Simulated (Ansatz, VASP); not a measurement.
**Zn2GaO2: VASP beside Ansatz**

INCAR

```
PREC = Accurate ; ENCUT = 600
EDIFF = 1E-6 ; ISMEAR = 0
SIGMA = 0.1 ; LREAL = False
LASPH = True ; NELM = 100
ALGO = Normal ; ISIF = 3
LWAVE = False ; LCHARG = False
GGA = PE ; IBRION = 2
NSW = 100 ; EDIFFG = -0.01
```

The input KPOINTS:

```
Automatic mesh
0
Gamma
  6 6 10
```

POSCAR

```
Zn2GaO2
1.0
    5.9483093134      0.0000000000      0.0000000000
   -2.9741546567      5.1513869750      0.0000000000
    0.0000000000      0.0000000000      3.4940353433
Zn Ga O
2 1 2
Direct
    0.3333333333      0.6666666667      0.5000000000
    0.6666666667      0.3333333333      0.5000000000
    0.0000000000      0.0000000000      0.5000000000
    0.3333333333      0.6666666667      0.0000000000
    0.6666666667      0.3333333333      0.0000000000
```

Input for Ansatz:

```yaml
crystal:
  lattice:
    - [5.9483093134, 0.0, 0.0]
    - [-2.9741546567, 5.151386975, 0.0]
    - [0.0, 0.0, 3.4940353433]
  atoms:
    - { symbol: Zn, position: [0.3333333333, 0.6666666667, 0.5] }
    - { symbol: Zn, position: [0.6666666667, 0.3333333333, 0.5] }
    - { symbol: Ga, position: [0.0, 0.0, 0.5] }
    - { symbol: O, position: [0.3333333333, 0.6666666667, 0.0] }
    - { symbol: O, position: [0.6666666667, 0.3333333333, 0.0] }
basis:
  ecutwfc: 420
kpoints:
  mp_grid: { grid: [6, 6, 10] }
hamiltonian:
  xc: pbe
scf:
  occupations: { method: gaussian, width: 0.1 }
output:
  forces: true
  stress: true
  eigenvalues: true
relax:
  adjacent_minimum: "off"
  f_tol: 0.01
  max_steps: 80
  cell: { stress_tol: 0.05 }
```

Alike in both runs: task relaxation of cell and atoms; functional PBE; k mesh 6 × 6 × 10; occupations gaussian, width 0.1 eV; no spin polarisation.

|  | VASP | Ansatz |
| --- | --- | --- |
| version | VASP 6.6.1 | Ansatz 0.2.0 |
| potentials or method | VASP PAW PBE potentials, release 64 (Zn, Ga_d, O), cutoff 600 eV | scalar-relativistic, plane waves, PAW |
| valence electrons in the cell | 49 | 49 |

VASP gave:

| Item | Value |
| --- | --- |
| gap on the k mesh at the Fermi level, each at its own relaxed structure (eV) | none |
| relaxed volume (Å³/atom) | 21.05 |
| relaxed cell length with the largest relative difference (Å) | 5.878 |

What did Ansatz give for the same quantities?

gap on the k mesh at the Fermi level, each at its own relaxed structure (eV): none; relaxed volume (Å³/atom): 21.47; relaxed cell length with the largest relative difference (Å): 5.956.

A gap of «none» marks a metal or a gap that the smearing closes.
